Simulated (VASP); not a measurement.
Input of a VASP 6.6.1 run:

File INCAR:

```
PREC = Accurate
ENCUT = 520
EDIFF = 1E-7
ISMEAR = -1
SIGMA = 0.1
LREAL = False
LASPH = True
NELM = 100
ALGO = Normal
ISIF = 2
LWAVE = False
LCHARG = True
LELF = True
LVHAR = True
NBANDS = 12
```

The input KPOINTS:

```
Automatic mesh
0
Gamma
  8 8 8
```

File POSCAR:

```
Ta
1.0
   -1.6276710318      1.6276710318      1.6276710318
    1.6276710318     -1.6276710318      1.6276710318
    1.6276710318      1.6276710318     -1.6276710318
Ta
1
Direct
    0.0000000000      0.0000000000      0.0000000000
```

Potentials or basis: VASP PAW LDA potentials, release 64 (Ta_pv).

Command:

```sh
$ cat potpaw_LDA.64/Ta_pv/POTCAR > POTCAR
$ mpirun -np 1 vasp_std > vasp.out
```

(1) What does it give for the pressure?

Results:

(1) -0.6 GPa.
